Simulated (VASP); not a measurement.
A run of VASP 6.6.1 is set up as follows.

The input INCAR:

```
SYSTEM = Si
PREC     = Accurate       ! precision mode
ENCUT    = 520            ! plane-wave cutoff, eV
EDIFF    = 1E-6           ! SCF threshold, eV
ISMEAR   = -1             ! smearing method
SIGMA    = 0.1            ! smearing width, eV
LREAL    = .FALSE.        ! projectors in reciprocal space
LASPH    = .TRUE.         ! aspherical terms in the spheres
NELM     = 80             ! most SCF steps
ALGO     = Normal         ! electronic algorithm
ISIF     = 2              ! what is computed and relaxed
LWAVE    = .FALSE.        ! write WAVECAR
LCHARG   = .TRUE.         ! write CHGCAR
GGA      = PE             ! functional
LELF     = .TRUE.         ! ELF
LVHAR    = .TRUE.       
NBANDS   = 11             ! bands
```

KPOINTS

```
Automatic mesh
0
G
  17 17 9
  0 0 0
```

File POSCAR:

```
Si
1.0
    2.4466617453      0.0000000000      0.0000000000
   -1.2233308726      2.1188712260      0.0000000000
    0.0000000000      0.0000000000      4.0668127751
Si
2
Direct
    0.3333333333      0.6666666667      0.2500000000
    0.6666666667      0.3333333333      0.7500000000
```

Potentials or basis: VASP PAW PBE potentials, release 64 (Si).

Launch:

```console
$ cat potpaw_PBE.64/Si/POTCAR > POTCAR
$ mpirun -np 1 vasp_std > vasp.out
```

**Question.** Estimate the pressure.

**Answer.** 54.7 GPa.

**Question.** Estimate the band gap on the k mesh.

**Answer.** Zero (band 4 reaches 26.05 eV, above the bottom of band 5 at 11.21 eV).
